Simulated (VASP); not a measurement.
# Al3H (P-6m2) in VASP: notebook, part 2 of 2

VASP 6.6.1. The steps go on from the part before.

## (5) Single point, PBE

This run uses another cell than the first one, of 13.40 Å³/atom.

The input, INCAR:

```
SYSTEM = Al3H
ALGO = Normal
EDIFF = 1E-7
ENCUT = 520
GGA = PE
ISIF = 2
ISMEAR = 0
LASPH = .TRUE.
LCHARG = .FALSE.
LREAL = .FALSE.
LWAVE = .FALSE.
NBANDS = 13
NELM = 60
PREC = Accurate
SIGMA = 0.1
```

The input, KPOINTS:

```
k-points
0
G
  18 18 6
  0 0 0
```

The input, POSCAR:

```
Al3H
1.0
    2.8407897748      0.0000000000      0.0000000000
   -1.4203948874      2.4601961118      0.0000000000
    0.0000000000      0.0000000000      7.6678075305
Al H
3 1
Direct
    0.0000000000      0.0000000000      0.0000000000
    0.6666666667      0.3333333333      0.6882429540
    0.6666666667      0.3333333333      0.3117570460
    0.0000000000      0.0000000000      0.5000000000
```

Potentials or basis: VASP PAW PBE potentials, release 64 (Al, H).

On the command line:

```bash
$ cat potpaw_PBE.64/Al/POTCAR potpaw_PBE.64/H/POTCAR > POTCAR
$ mpirun -np 1 vasp_std > vasp.out
```

OUTCAR:

```text
SYSTEM = Al3H
   EDIFF = 1E-7
   ENCUT = 520
   GGA = PE
   ISIF = 2
   ISMEAR = 0
   LASPH = .TRUE.
   LREAL = .FALSE.
   NELM = 60
   PREC = Accurate

 ion  position               nearest neighbor table
   1  0.000  0.000  0.000-   2 2.90   3 2.90   2 2.90   3 2.90   2 2.90   3 2.90
   2  0.667  0.333  0.688-   3 2.89   1 2.90   1 2.90   1 2.90
   3  0.667  0.333  0.312-   2 2.89   1 2.90   1 2.90   1 2.90
   4  0.000  0.000  0.500-

  LATTYP: Found a hexagonal cell.
 ALAT       =     2.8407897748
 C/A-ratio  =     2.6991816144
[... 574 lines left out ...]
     12      13.8776      0.00000
     13      14.0563      0.00000

 [... further k-points ...]
[... 5 lines left out ...]
  --------------------------------------------------------------------------------------
  -------------------------------------------------------------------------------------
  Total       -0.0226527     -0.0226527     -0.0170145     -0.0000000      0.0000000      0.0000000
  in kB       -0.6772526     -0.6772526     -0.5086867     -0.0000000      0.0000000      0.0000000
  external PRESSURE =      -0.6210640 kB  Pullay stress =       0.0000000 kB

 VOLUME and BASIS-vectors are now :
 -----------------------------------------------------------------------------
  energy-cutoff  :      520.00
  volume of cell :       53.59
      direct lattice vectors                 reciprocal lattice vectors
     2.840789775  0.000000000  0.000000000     0.352014784  0.203235831  0.000000000
    -1.420394887  2.460196112  0.000000000     0.000000000  0.406471661  0.000000000
     0.000000000  0.000000000  7.667807531     0.000000000  0.000000000  0.130415376

 POSITION                                       TOTAL-FORCE (eV/Angst)
 -----------------------------------------------------------------------------------
      0.00000      0.00000      0.00000         0.000000     -0.000000     -0.000000
      1.42039      0.82007      5.27731        -0.000000      0.000000     -0.000673
      1.42039      0.82007      2.39049        -0.000000      0.000000      0.000673
      0.00000      0.00000      3.83390        -0.000000      0.000000     -0.000000
 -----------------------------------------------------------------------------------
    total drift:                                0.000000     -0.000000     -0.000000

  FREE ENERGIE OF THE ION-ELECTRON SYSTEM (eV)
  ---------------------------------------------------
  free  energy   TOTEN  =       -13.7372243273 eV

  energy  without entropy=      -13.7298827064  energy(sigma->0) =      -13.73355352
```

OSZICAR:

```text
N       E                     dE             d eps       ncg     rms          rms(c)
DAV:   1     0.304002621978E+01    0.30400E+01   -0.35316E+03  3856   0.586E+02
DAV:   2    -0.132769661688E+02   -0.16317E+02   -0.15355E+02  4954   0.828E+01
DAV:   3    -0.139209010703E+02   -0.64393E+00   -0.63433E+00  5094   0.133E+01
DAV:   4    -0.139251548454E+02   -0.42538E-02   -0.42525E-02  4589   0.131E+00
DAV:   5    -0.139252062912E+02   -0.51446E-04   -0.51445E-04  5097   0.150E-01    0.272E+00
DAV:   6    -0.137878029045E+02    0.13740E+00   -0.10274E-01  4613   0.139E+00    0.145E+00
DAV:   7    -0.137388356430E+02    0.48967E-01   -0.11865E-01  4706   0.153E+00    0.304E-01
DAV:   8    -0.137375184354E+02    0.13172E-02   -0.68427E-03  4541   0.495E-01    0.137E-01
DAV:   9    -0.137372420888E+02    0.27635E-03   -0.42343E-04  5005   0.101E-01    0.513E-02
DAV:  10    -0.137372228243E+02    0.19264E-04   -0.65873E-05  4717   0.356E-02    0.290E-02
DAV:  11    -0.137372253357E+02   -0.25114E-05   -0.87415E-06  4832   0.159E-02    0.663E-03
DAV:  12    -0.137372242939E+02    0.10419E-05   -0.19266E-06  4809   0.592E-03    0.142E-03
DAV:  13    -0.137372243273E+02   -0.33420E-07   -0.12269E-07  3373   0.205E-03
   1 F= -.13737224E+02 E0= -.13733554E+02  d E =-.734162E-02
```

stdout:

```text
POSCAR found type information on POSCAR AlH
 POSCAR found :  2 types and       4 ions
 scaLAPACK will be used
 LDA part: xc-table for (Slater+PW92), standard interpolation
 POSCAR, INCAR and KPOINTS ok, starting setup
 FFT: planning ... GRIDC
 FFT: planning ... GRID_SOFT
 FFT: planning ... GRID
 WAVECAR not read
 entering main loop
```

It took 50 s on 1 thread of AMD EPYC 9R45 (Zen 5), shared host; peak memory 0.2 GiB.

What came out:

```
Free energy            : -13.7372 eV
Pressure               : -0.1 GPa
Band gap on the k mesh : zero (bands 5 and 6 overlap by 5.85 eV)
```

## (6) Relaxation of cell and atoms, PBE

The input, INCAR:

```
SYSTEM = Al3H
ALGO     = Normal         ! electronic algorithm
EDIFF    = 1E-6           ! SCF threshold, eV
EDIFFG   = -0.01          ! ionic threshold
ENCUT    = 600            ! plane-wave cutoff, eV
GGA      = PE             ! functional
IBRION   = 2              ! ionic algorithm
ISIF     = 3              ! what is computed and relaxed
ISMEAR   = 0              ! smearing method
LASPH    = .True.         ! aspherical terms in the spheres
LCHARG   = .False.        ! write CHGCAR
LREAL    = .False.        ! projectors in reciprocal space
LWAVE    = .False.        ! write WAVECAR
NELM     = 60             ! most SCF steps
NSW      = 100            ! ionic steps
PREC     = Accurate       ! precision mode
SIGMA    = 0.1            ! smearing width, eV
```

The input, KPOINTS:

```
k-points
0
Gamma
  18 18 6
  0 0 0
```

The input, POSCAR:

```
Al3H
1.0
    2.7665762285      0.0000000000      0.0000000000
   -1.3832881142      2.3959252954      0.0000000000
    0.0000000000      0.0000000000      8.1811129197
Al H
3 1
Direct
    0.0000000000      0.0000000000      0.0000000000
    0.6666666667      0.3333333333      0.6876604811
    0.6666666667      0.3333333333      0.3123395189
    0.0000000000      0.0000000000      0.5000000000
```

Potentials or basis: VASP PAW PBE potentials, release 64 (Al, H).

On the command line:

```bash
$ cat potpaw_PBE.64/Al/POTCAR potpaw_PBE.64/H/POTCAR > POTCAR
$ mpirun -np 1 vasp_std > vasp.out
```

OUTCAR:

```text
SYSTEM = Al3H
   EDIFF = 1E-6
   EDIFFG = -0.01
   ENCUT = 600
   GGA = PE
   IBRION = 2
   ISIF = 3
   ISMEAR = 0
   LASPH = .True.
   LREAL = .False.
   NELM = 60
   NSW = 100
   PREC = Accurate

 ion  position               nearest neighbor table
   1  0.000  0.000  0.000-   2 3.01   3 3.01   2 3.01   3 3.01   2 3.01   3 3.01
   2  0.667  0.333  0.688-   1 3.01   1 3.01   1 3.01   3 3.07
   3  0.667  0.333  0.312-   1 3.01   1 3.01   1 3.01   2 3.07
   4  0.000  0.000  0.500-

  LATTYP: Found a hexagonal cell.
 ALAT       =     2.7665762285
 C/A-ratio  =     2.9571254301

  Lattice vectors:

 A1 = (   2.7665762285,   0.0000000000,   0.0000000000)
 A2 = (  -1.3832881142,   2.3959252954,   0.0000000000)
 A3 = (   0.0000000000,   0.0000000000,   8.1811129197)

Analysis of symmetry for initial positions (statically):
=====================================================================
 Subroutine PRICEL returns:
 Original cell was already a primitive cell.

 Routine SETGRP: Setting up the symmetry group for a
 hexagonal supercell.

 Subroutine GETGRP returns: Found 12 space group operations
 (whereof 12 operations were pure point group operations)
 out of a pool of 24 trial point group operations.
[... 176 lines left out ...]
  -------------------------------------------------------------------------------------
  Total        0.6184821      0.6184821     -1.1370251      0.0000000      0.0000000     -0.0000000
  in kB       18.2729827     18.2729827    -33.5932733      0.0000000      0.0000000     -0.0000000
  external PRESSURE =       0.9842307 kB  Pullay stress =       0.0000000 kB
[... 253 lines left out ...]
--------------------------------------- Ionic step        8  -------------------------------------------

 number of electron      10.0000000 magnetization

 Free energy of the ion-electron system (eV)
  ---------------------------------------------------
  ext. energy  EPLUGINS =         0.00000000
  ---------------------------------------------------
  free energy    TOTEN  =       -13.73772253 eV

  energy without entropy =      -13.73045713  energy(sigma->0) =      -13.73408983

 E-fermi :   7.4692     XC(G=0): -10.1510

 val. band max:        7.4667865511   @ k =   0.2778   0.2778   0.0000
 cond. band min:       7.4727409485   @ k =   0.2778   0.2222   0.3333
 fundamental gap:      0.0059543975
 Fermi energy:         7.4691563092

 k-point     1 :       0.0000    0.0000    0.0000
  band No.  band energies     occupation
      1      -4.0109      2.00000
      2      -1.6228      2.00000
      3      -1.1166      2.00000
      4       5.6476      2.00000
      5       6.1045      2.00000
      6      15.7946      0.00000
      7      17.7637      0.00000
      8      17.8499      0.00000
      9      18.4944      0.00000
[... 265 lines left out ...]
 k-point    24 :       0.3889    0.1111    0.0000
  band No.  band energies     occupation
      1       0.5742      2.00000
      2       2.7242      2.00000
      3       3.7358      2.00000
      4       4.2940      2.00000
      5       5.9700      2.00000
      6       6.4205      2.00000
      7       9.9615      0.00000
      8      10.5793      0.00000
      9      10.7287      0.00000

 [... further k-points ...]
[... 5 lines left out ...]
  --------------------------------------------------------------------------------------
  -------------------------------------------------------------------------------------
  Total       -0.0064194     -0.0064194      0.0150947     -0.0000000      0.0000000      0.0000000
  in kB       -0.1920347     -0.1920347      0.4515496     -0.0000000      0.0000000      0.0000000
  external PRESSURE =       0.0224934 kB  Pullay stress =       0.0000000 kB
[... 19 lines left out ...]
  FREE ENERGIE OF THE ION-ELECTRON SYSTEM (eV)
  ---------------------------------------------------
  free  energy   TOTEN  =       -13.7377225328 eV

  energy  without entropy=      -13.7304571280  energy(sigma->0) =      -13.73408983

 reached required accuracy - stopping structural energy minimisation
```

Run time: 2.8 min. Hardware: 1 thread of AMD EPYC 9R45 (Zen 5), shared host; peak memory 0.22 GiB.

Results:

* Free energy: -13.7377 eV
* Relaxed volume: 13.39 Å³/atom
* Relaxed cell: a = 2.841 Å, b = 2.841 Å, c = 7.663 Å, α = 90.00°, β = 90.00°, γ = 120.00°
* Space group after relaxing (to 0.1 Å): P-6m2 (No. 187)
* Energy gained by relaxing: 8.9 meV/atom
* Ionic steps: 8
* Pressure after relaxing: 0.0 GPa
* Band gap on the k mesh: zero (bands 5 and 6 overlap by 5.86 eV)

Step by step:
```csv
step,energy change (eV),largest force (eV/Å),pressure (GPa),volume (Å³)
1,0.0000,0.0858,0.10,54.23
2,-0.0186,0.0617,-0.33,54.29
3,-0.0284,0.0143,-0.65,54.33
4,-0.0318,0.0717,-1.07,54.36
5,-0.0346,0.0458,0.42,53.24
6,-0.0350,0.0539,0.04,53.52
7,-0.0353,0.0289,0.02,53.54
8,-0.0355,0.0014,0.00,53.56
```

Final structure:
```
CELL_PARAMETERS angstrom
2.84078 0.00000 0.00000
-1.42039 2.46019 0.00000
0.00000 0.00000 7.66340
ATOMIC_POSITIONS crystal
Al 0.00000 0.00000 0.00000
Al 0.66667 0.33333 0.68820
Al 0.66667 0.33333 0.31180
H 0.00000 0.00000 0.50000
```

Levels at points of the mesh, in eV from the Fermi level:
| k point | band 1 | band 2 | band 3 | band 4 | band 5 | band 6 | band 7 | band 8 | band 9 |
| --- | --- | --- | --- | --- | --- | --- | --- | --- | --- |
| (0.00, 0.00, 0.00) | -11.48 | -9.09 | -8.59 | -1.82 | -1.36 | 8.33 | 10.29 | 10.38 | 11.03 |
| (0.50, 0.00, 0.00) | -6.54 | -4.87 | -3.49 | -3.07 | -2.43 | -2.25 | 3.35 | 4.01 | 4.35 |
| (0.00, 0.00, 0.50) | -11.15 | -10.41 | -5.99 | -5.58 | 3.32 | 3.89 | 9.51 | 11.46 | 11.46 |
| (0.50, 0.00, 0.50) | -6.44 | -4.56 | -4.37 | -3.98 | -0.95 | 0.02 | 0.72 | 0.72 | 6.28 |

Caveat: the highest band is partly filled, so the run has too few bands.

## (7) Summary

| task | cell | k mesh | cutoff (eV) | gap on the mesh (eV) | pressure (GPa) | relaxed volume (Å³/atom) | largest force (eV/Å) |
| --- | --- | --- | --- | --- | --- | --- | --- |
| single point | a = 2.767, b = 2.767, c = 8.181 Å, angles 90.0, 90.0, 120.0°, 4 atoms, atomic positions A | 6 × 6 × 2 | 520 | none | -0.1 | - | 0.01 |
| single point | a = 2.917, b = 2.917, c = 9.117 Å, angles 90.0, 90.0, 120.0°, 4 atoms, atomic positions B | 6 × 6 × 2 | 520 | none | -8.1 | - | 0.60 |
| relaxation of cell and atoms | relaxed from a = 2.917, b = 2.917, c = 9.117 Å, angles 90.0, 90.0, 120.0°, 4 atoms, atomic positions B | 6 × 6 × 2 | 600 | none | 0.1 | 13.53 | 0.03 |
| single point | a = 2.841, b = 2.841, c = 7.668 Å, angles 90.0, 90.0, 120.0°, 4 atoms, atomic positions C | 18 × 18 × 6 | 520 | none | -0.1 | - | - |
| relaxation of cell and atoms | relaxed from a = 2.767, b = 2.767, c = 8.181 Å, angles 90.0, 90.0, 120.0°, 4 atoms, atomic positions A | 18 × 18 × 6 | 600 | none | 0.0 | 13.39 | - |

Alike in all rows: level PBE; potentials or basis VASP PAW PBE potentials, release 64 (Al, H); no spin polarisation; smearing gaussian 0.1 eV.

Caveats: some runs use coarse meshes; the volume moved by over 15 % at a fixed basis, so the end points are rough (at least some runs); the highest band is partly filled, so the run has too few bands (at least some runs).

Absolute energies hang on the potentials; compare differences alone.

The gap in the log of VASP goes by the Fermi energy; the results here count the filled bands.